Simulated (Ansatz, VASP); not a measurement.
## Two plane-wave programs on BN

```
B N
1.0
     2.50245    0.00000    0.00000
    -1.25123    2.16719    0.00000
     0.00000    0.00000    4.21247
B N
2 2
Direct
  0.33333 0.66667 0.00007
  0.66667 0.33333 0.50007
  0.33333 0.66667 0.37393
  0.66667 0.33333 0.87393
```

Change from the starting cell: strained cell.

Alike in both runs: functional PBEsol; k mesh 9 × 9 × 6; occupations gaussian, width 0.02 eV; no spin polarisation.

Ansatz relaxed the structure, and its values are those at the end. VASP's run is a single point on that final structure, the one shown.

|  | VASP | Ansatz |
| --- | --- | --- |
| version | VASP 6.6.1 | Ansatz 0.2.0 |
| potentials or method | VASP PAW PBE potentials, release 64 (B_h, N_h), cutoff 910 eV | scalar-relativistic, plane waves, PAW |
| valence electrons in the cell | 16 | 16 |

|  | VASP | Ansatz | Ansatz less VASP |
| --- | --- | --- | --- |
| gap on the k mesh at the Fermi level (eV) | 4.79 | 4.80 | +0.006 |
| least direct gap on the mesh (eV) | 8.16 | 8.15 | -0.009 |

VASP's potentials were made for PBE, not for PBEsol, and Ansatz warns of the same on its side. With one functional, cell and mesh, what is left measures potentials, basis and numerics. Ansatz's warnings: stress scf threshold loose.

Noted on VASP's run: the cutoff is short for stress, so the pressure is rough.
